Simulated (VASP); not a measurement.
**Be: single point with PBE**

The system is Be.

```xyz
1
Lattice="-1.1217 1.1217 1.1217 1.1217 -1.1217 1.1217 1.1217 1.1217 -1.1217" Properties=species:S:1:pos:R:3 pbc="T T T"
Be    0.0000    0.0000    0.0000
```

```yaml
Program: VASP 6.6.1
Task: single point
Functional: PBE
Potentials_or_basis: VASP PAW PBE potentials, release 64 (Be)
Cutoff: 520 eV
k_mesh: 24 × 24 × 24
Occupations: fermi-dirac, width 0.05 eV
Spin: no spin polarisation
Dipole_correction: no
Further_INCAR_settings: ALGO = Normal; EDIFF = 1e-06; NBANDS = 7
```

```yaml
Pressure: 69.6 GPa
Band_gap_on_the_k_mesh: zero (band 1 reaches 16.30 eV, above the bottom of band 2 at 9.31 eV)
```

Levels at points of the mesh, in eV from the Fermi level:
| k point | band 1 | band 2 | band 3 | band 4 | band 5 |
| --- | --- | --- | --- | --- | --- |
| (0.00, 0.00, 0.00) | -14.33 | 25.24 | 25.24 | 25.24 | 37.97 |
| (0.50, 0.00, 0.00) | -6.78 | 1.49 | 15.85 | 19.69 | 24.89 |
| (0.50, 0.50, 0.50) | 5.06 | 5.06 | 5.06 | 11.52 | 11.52 |

It took 2.7 s on 1 thread of Intel(R) Xeon(R) 6975P-C (Granite Rapids) (shared host), peak memory 0.11 GiB.
